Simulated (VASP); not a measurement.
A run of VASP 6.6.1 is set up as follows.

Contents of INCAR:

```
PREC = Accurate ; ENCUT = 600
EDIFF = 1E-6 ; ISMEAR = -1
SIGMA = 0.05 ; LREAL = False
LASPH = True ; NELM = 100
ALGO = Normal ; ISIF = 3
LWAVE = False ; LCHARG = False
GGA = PE ; IBRION = 2
NSW = 45 ; EDIFFG = -0.005
```

KPOINTS

```
regular mesh
0
Gamma
  18 18 18
```

POSCAR

```
Pd
1.0
    0.0000000000      1.9712891000      1.9712891000
    1.9712891000      0.0000000000      1.9712891000
    1.9712891000      1.9712891000      0.0000000000
Pd
1
Direct
    0.0000000000      0.0000000000      0.0000000000
```

Potentials or basis: VASP PAW PBE potentials, release 64 (Pd).

Command:

```bash
$ cat potpaw_PBE.64/Pd/POTCAR > POTCAR
$ mpirun -np 1 vasp_std > vasp.out
```

Estimate the band gap on the k mesh.

zero (band 5 reaches 9.46 eV, above the bottom of band 6 at 7.97 eV).

Estimate the relaxed cell.

a = 2.786 Å, b = 2.786 Å, c = 2.786 Å, α = 60.00°, β = 60.00°, γ = 60.00°.

Final structure:
```
Pd
1.0
     0.00000    1.96997    1.96997
     1.96997    0.00000    1.96997
     1.96997    1.96997    0.00000
Pd
1
Direct
  0.00000 0.00000 0.00000
```
